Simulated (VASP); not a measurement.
# AgCl (Fm-3m) in VASP: single point with PBE+U

Aim: the single point of AgCl with PBE+U.

All numbers are computed with VASP 6.6.1; they aren't measurements. Logs are shortened: lines on timing, memory, paths and dates and some standing lists are left out, and cuts for length are marked.

**1. The cell of the first run**

It takes space group Fm-3m (No. 225, cubic). Conventional cell: a = 5.545 Å, b = 5.545 Å, c = 5.545 Å, α = 90.00°, β = 90.00°, γ = 90.00°. Within 3.7 Å of Ag (site symmetry m-3m) lie 6 Cl at 2.77 Å. Within 3.7 Å of Cl (site symmetry m-3m) lie 6 Ag at 2.77 Å.

**2. Single point, PBE+U**

INCAR

```
SYSTEM = AgCl
ALGO = Normal ; EDIFF = 1E-6
ENCUT = 630 ; GGA = PE
GGA_COMPAT = .FALSE. ; ISIF = 2
ISMEAR = 0 ; ISYM = 0
LASPH = .TRUE. ; LCHARG = .FALSE.
LDAU = .TRUE. ; LDAUJ = 0 0
LDAUL = 2 -1 ; LDAUPRINT = 1
LDAUTYPE = 2 ; LDAUU = 6.8 0
LMAXMIX = 4 ; LREAL = .FALSE.
LWAVE = .FALSE. ; NBANDS = 20
NELM = 200 ; PREC = Accurate
SIGMA = 0.1
```

KPOINTS

```
k-points
0
G
  4 1 1
  0 0 0
```

POSCAR

```
AgCl
1.0
    0.0000000000      2.7726629968      2.7726629968
    2.7726629968      0.0000000000      2.7726629968
    2.7726629968      2.7726629968      0.0000000000
Ag Cl
1 1
Direct
    0.0000000000      0.0000000000      0.0000000000
    0.5000000000      0.5000000000      0.5000000000
```

Potentials or basis: VASP PAW PBE potentials, release 64 (Ag_sv_GW, Cl).

The run is started by

```console
cat potpaw_PBE.64/Ag_sv_GW/POTCAR potpaw_PBE.64/Cl/POTCAR > POTCAR
mpirun -np 1 vasp_std > vasp.out
```

OUTCAR:

```text
SYSTEM = AgCl
   EDIFF = 1E-6
   ENCUT = 630
   GGA = PE
   ISIF = 2
   ISMEAR = 0
   ISYM = 0
   LASPH = .TRUE.
   LREAL = .FALSE.
   NELM = 200
   PREC = Accurate

 ion  position               nearest neighbor table
   1  0.000  0.000  0.000-
   2  0.500  0.500  0.500-

IMPORTANT INFORMATION: All symmetrisations will be switched off!
NOSYMM: (Re-)initialisation of all symmetry stuff for point group C_1.

----------------------------------------------------------------------------------------

                                     Primitive cell

  volume of cell :      42.6306

  direct lattice vectors                    reciprocal lattice vectors
     0.000000000  2.772662997  2.772662997    -0.180332049  0.180332049  0.180332049
     2.772662997  0.000000000  2.772662997     0.180332049 -0.180332049  0.180332049
     2.772662997  2.772662997  0.000000000     0.180332049  0.180332049 -0.180332049

  length of vectors
     3.921137614  3.921137614  3.921137614     0.312344271  0.312344271  0.312344271

  position of ions in fractional coordinates (direct lattice)
     0.000000000  0.000000000  0.000000000
     0.500000000  0.500000000  0.500000000

  ion indices of the primitive-cell ions
   primitive index   ion index
                 1           1
                 2           2

----------------------------------------------------------------------------------------

 KPOINTS: k-points

Automatic generation of k-mesh.
 Grid dimensions read from file:
 generate k-points for:    4    1    1

 Generating k-lattice:

  Cartesian coordinates                     Fractional coordinates (reciprocal lattice)
    -0.045083012  0.045083012  0.045083012     0.250000000  0.000000000  0.000000000
     0.180332049 -0.180332049  0.180332049     0.000000000  1.000000000  0.000000000
     0.180332049  0.180332049 -0.180332049     0.000000000  0.000000000  1.000000000

  Length of vectors
     0.078086068  0.312344271  0.312344271

  Shift w.r.t. Gamma in fractional coordinates (k-lattice)
     0.000000000  0.000000000  0.000000000

 -----------------------------------------------------------------------------
|                                                                             |
|           W    W    AA    RRRRR   N    N  II  N    N   GGGG   !!!           |
|           W    W   A  A   R    R  NN   N  II  NN   N  G    G  !!!           |
|           W    W  A    A  R    R  N N  N  II  N N  N  G       !!!           |
|           W WW W  AAAAAA  RRRRR   N  N N  II  N  N N  G  GGG   !            |
|           WW  WW  A    A  R   R   N   NN  II  N   NN  G    G                |
|           W    W  A    A  R    R  N    N  II  N    N   GGGG   !!!           |
|                                                                             |
|     Your reciprocal lattice and k-lattice belong to different lattice       |
|     classes:                                                                |
|                                                                             |
|        The reciprocal lattice is body-centered cubic,                       |
|        whereas your k-lattice is rhombohedral (trigonal).                   |
|                                                                             |
|     Results are often still useful ...                                      |
|                                                                             |
 -----------------------------------------------------------------------------

 WARNING: IBZKPT: internal override: KBLOWUP is changed to .FALSE.
      ... skipping the blow-up phase ...

 Subroutine IBZKPT returns following result:
 ===========================================

 Found      3 irreducible k-points:

 Following reciprocal coordinates:
            Coordinates               Weight
  0.000000  0.000000  0.000000      1.000000
  0.250000  0.000000  0.000000      2.000000
  0.500000  0.000000  0.000000      1.000000
   k-points           NKPTS =      3   k-points in BZ     NKDIM =      3   number of bands    NBANDS=     20
   number of dos      NEDOS =    301   number of ions     NIONS =      2
   total plane-waves  NPLWV =  32768
   dimension x,y,z NGX =    32 NGY =   32 NGZ =   32
   dimension x,y,z NGXF=    64 NGYF=   64 NGZF=   64
   ions per type =               1   1
   NGX,Y,Z   is equivalent  to a cutoff of  13.57, 13.57, 13.57 a.u.
   NGXF,Y,Z  is equivalent  to a cutoff of  27.13, 27.13, 27.13 a.u.
 SYSTEM =  AgCl
   PREC   = accura    normal or accurate (medium, high low for compatibility)
   ISTART =      0    job   : 0-new  1-cont  2-samecut
   ICHARG =      2    charge: 1-file 2-atom 10-const
   ISPIN  =      1    spin polarized calculation?
   LNONCOLLINEAR =      F non collinear calculations
   LSORBIT =      F    spin-orbit coupling
   LASPH  =      T    aspherical Exc in radial PAW
   ENCUT  =  630.0 eV  46.30 Ry    6.80 a.u.   8.02  8.02  8.02*2*pi/ulx,y,z
   NELM   =    200;   NELMIN=  2; NELMDL= -5     # of ELM steps
   EDIFF  = 0.1E-05   stopping-criterion for ELM
   LREAL  =      F    real-space projection
   EDIFFG = 0.1E-04   stopping-criterion for IOM
   NSW    =      0    number of steps for IOM
   IBRION =     -1    ionic relax: 0-MD 1-quasi-New 2-CG
   NFREE  =      0    steps in history (QN), initial steepest desc. (CG)
   ISIF   =      2    stress and relaxation
   ISYM   =      0    0-nonsym 1-usesym 2-fastsym
   POTIM  = 0.5000    time-step for ionic-motion
   TEBEG  =    0.0;   TEEND  =   0.0 temperature during run
   PSTRESS=    0.0 pullay stress
   NELECT =      26.0000    total number of electrons
   NUPDOWN=      -1.0000    fix difference up-down
   EMIN   =  10.00;   EMAX   =-10.00  energy-range for DOS
   EFERMI =   0.00;   METHOD = LEGACY
   ISMEAR =     0;   SIGMA  =   0.10  broadening in eV -4-tet -1-fermi 0-gaus
   EFERMI_NEDOS =   21; number of points for ismear=-14 and -15
   IALGO  =     38    algorithm
   IMIX   =      4    mixing-type and parameters
     AMIX     =   0.40;   BMIX     =  1.00
     AMIX_MAG =   1.60;   BMIX_MAG =  1.00
  volume/ion in A,a.u.               =      21.32       143.84
  Fermi-wavevector in a.u.,A,eV,Ry     =   1.388328  2.623560 26.224626  1.927456
  Thomas-Fermi vector in A             =   2.512465
   LORBIT       =      0    0 simple, 1 ext, 2 COOP (PROOUT), +10 PAW based schemes
 LDA+U is selected, type is set to LDAUTYPE =  2
   angular momentum for each species LDAUL =     2   -1
   U (eV)           for each species LDAUU =   6.8  0.0
   J (eV)           for each species LDAUJ =   0.0  0.0
   GGA     = PE    functional components
   LHFCALC =     F    Hartree Fock is set to
   AEXX    =    0.0000 exact exchange contribution
   IVDW    =     0    specifies the selected vdW correction
   LEPSILON=     F    determine dielectric tensor
   LRPA    =     F    only Hartree local field effects (RPA)
 non-spin polarized calculation
 Gauss-broadening in eV      SIGMA  =   0.10
  energy-cutoff  :      630.00
  volume of cell :       42.63
 maximum number of plane-waves:      1538
   NGX = 17   NGY = 17   NGZ = 17

atom =   1  type =  1  l = 2

 onsite density matrix

spin component  1

  0.8779  0.0015  0.0008 -0.0015 -0.0000
  0.0015  0.8779  0.0004  0.0015 -0.0007
  0.0008  0.0004  0.8941 -0.0004  0.0000
 -0.0015  0.0015 -0.0004  0.8779 -0.0007
 -0.0000 -0.0007  0.0000 -0.0007  0.8941

spin component  2

  0.8779  0.0015  0.0008 -0.0015 -0.0000
  0.0015  0.8779  0.0004  0.0015 -0.0007
  0.0008  0.0004  0.8941 -0.0004  0.0000
 -0.0015  0.0015 -0.0004  0.8779 -0.0007
 -0.0000 -0.0007  0.0000 -0.0007  0.8941

 occupancies and eigenvectors

  o =  0.8749  v =  0.5774 -0.5774 -0.0000  0.5773 -0.0000  0.0000  0.0000  0.0000  0.0000  0.0000      0.0000  0.0000  0.0000  0.0000  0.0000  0.0000  0.0000  0.0000  0.0000  0.0000
  o =  0.8749  v =  0.0000  0.0000  0.0000  0.0000  0.0000  0.5774 -0.5774 -0.0000  0.5773 -0.0000      0.0000  0.0000  0.0000  0.0000  0.0000  0.0000  0.0000  0.0000  0.0000  0.0000
  o =  0.8794  v =  0.4686 -0.3426 -0.0396 -0.8113 -0.0564  0.0000  0.0000  0.0000  0.0000  0.0000      0.0000  0.0000  0.0000  0.0000  0.0000  0.0000  0.0000  0.0000  0.0000  0.0000
  o =  0.8794  v =  0.0000  0.0000  0.0000  0.0000  0.0000  0.4686 -0.3426 -0.0396 -0.8113 -0.0564      0.0000  0.0000  0.0000  0.0000  0.0000  0.0000  0.0000  0.0000  0.0000  0.0000
  o =  0.8794  v = -0.6662 -0.7390  0.0563 -0.0728 -0.0397  0.0000  0.0000  0.0000  0.0000  0.0000      0.0000  0.0000  0.0000  0.0000  0.0000  0.0000  0.0000  0.0000  0.0000  0.0000
  o =  0.8794  v =  0.0000  0.0000  0.0000  0.0000  0.0000 -0.6662 -0.7390  0.0563 -0.0728 -0.0397      0.0000  0.0000  0.0000  0.0000  0.0000  0.0000  0.0000  0.0000  0.0000  0.0000
  o =  0.8941  v =  0.0089  0.0526  0.1580  0.0437 -0.9850  0.0000  0.0000  0.0000  0.0000  0.0000      0.0000  0.0000  0.0000  0.0000  0.0000  0.0000  0.0000  0.0000  0.0000  0.0000
  o =  0.8941  v =  0.0000  0.0000  0.0000  0.0000  0.0000  0.0089  0.0526  0.1580  0.0437 -0.9850      0.0000  0.0000  0.0000  0.0000  0.0000  0.0000  0.0000  0.0000  0.0000  0.0000
  o =  0.8941  v =  0.0000  0.0000  0.0000  0.0000  0.0000 -0.0555 -0.0200 -0.9850  0.0355 -0.1580      0.0000  0.0000  0.0000  0.0000  0.0000  0.0000  0.0000  0.0000  0.0000  0.0000
  o =  0.8941  v = -0.0555 -0.0200 -0.9850  0.0355 -0.1580  0.0000  0.0000  0.0000  0.0000  0.0000      0.0000  0.0000  0.0000  0.0000  0.0000  0.0000  0.0000  0.0000  0.0000  0.0000

 number of electron      26.0000001 magnetization

 Free energy of the ion-electron system (eV)
  ---------------------------------------------------
  ext. energy  EPLUGINS =         0.00000000
  ---------------------------------------------------
  free energy    TOTEN  =         2.03507330 eV

  energy without entropy =        2.03507330  energy(sigma->0) =        2.03507330

 E-fermi :   3.7460     XC(G=0):  -9.7996

 val. band max:        3.0474108511   @ k =   0.5000   0.0000   0.0000
 cond. band min:       4.6257117443   @ k =   0.0000   0.0000   0.0000
 fundamental gap:      1.5783008931
 Fermi energy:         3.7460172791

 k-point     1 :       0.0000    0.0000    0.0000
  band No.  band energies     occupation
      1     -85.6362      2.00000
      2     -49.2576      2.00000
      3     -49.2142      2.00000
      4     -49.2142      2.00000
      5     -11.0513      2.00000
      6      -0.8824      2.00000
[... 12 lines left out ...]
     19      16.8880      0.00000
     20      16.9014      0.00000

 k-point     2 :       0.2500    0.0000    0.0000
  band No.  band energies     occupation
      1     -85.6362      2.00000
      2     -49.2591      2.00000
      3     -49.2145      2.00000
      4     -49.2145      2.00000
      5     -10.8157      2.00000
      6      -1.3303      2.00000
[... 12 lines left out ...]
     19      15.7079      0.00000
     20      16.1954      0.00000

 k-point     3 :       0.5000    0.0000    0.0000
  band No.  band energies     occupation
      1     -85.6362      2.00000
      2     -49.2606      2.00000
      3     -49.2148      2.00000
      4     -49.2148      2.00000
      5     -10.5551      2.00000
      6      -2.0113      2.00000
[... 12 lines left out ...]
     19      17.4426      0.00000
     20      17.4426      0.00000

------------------------ aborting loop because EDIFF is reached ----------------------------------------

  FORCE on cell =-STRESS in cart. coord.  units (eV):
  Direction    XX          YY          ZZ          XY          YZ          ZX
  --------------------------------------------------------------------------------------
  -------------------------------------------------------------------------------------
  Total        2.3683724      2.3683012      2.3685253     -0.2836937      0.2836811     -0.2837533
  in kB       89.0101056     89.0074302     89.0158509    -10.6620089     10.6615344    -10.6642470
  external PRESSURE =      89.0111289 kB  Pullay stress =       0.0000000 kB

 VOLUME and BASIS-vectors are now :
 -----------------------------------------------------------------------------
  energy-cutoff  :      630.00
  volume of cell :       42.63
      direct lattice vectors                 reciprocal lattice vectors
     0.000000000  2.772662997  2.772662997    -0.180332049  0.180332049  0.180332049
     2.772662997  0.000000000  2.772662997     0.180332049 -0.180332049  0.180332049
     2.772662997  2.772662997  0.000000000     0.180332049  0.180332049 -0.180332049

 POSITION                                       TOTAL-FORCE (eV/Angst)
 -----------------------------------------------------------------------------------
      0.00000      0.00000      0.00000         0.000020     -0.000009      0.000036
      2.77266      2.77266      2.77266        -0.000020      0.000009     -0.000036
 -----------------------------------------------------------------------------------
    total drift:                               -0.000034      0.000005      0.000132

  FREE ENERGIE OF THE ION-ELECTRON SYSTEM (eV)
  ---------------------------------------------------
  free  energy   TOTEN  =         2.0350732959 eV

  energy  without entropy=        2.0350732959  energy(sigma->0) =        2.03507330
```

Wall time 18 s (1 thread of Intel Xeon Platinum 8175M at 2.50GHz (Skylake/Cascade Lake), shared host); peak memory 0.17 GiB.

Results:

| Property | Result |
| --- | --- |
| Free energy | 2.0351 eV |
| Pressure | 8.9 GPa |
| Band gap on the k mesh | 1.58 eV (least direct gap 2.85 eV) |

Eigenvalues of the final occupation matrices:
```tsv
site	spin	trace	eigenvalues
site 1 d	1	4.42	0.87 0.88 0.88 0.89 0.89
site 1 d	2	4.42	0.87 0.88 0.88 0.89 0.89
```

Caveat: the k points lie up to 1.86 Å⁻¹ apart, too coarse for converged energies, forces and pressures.
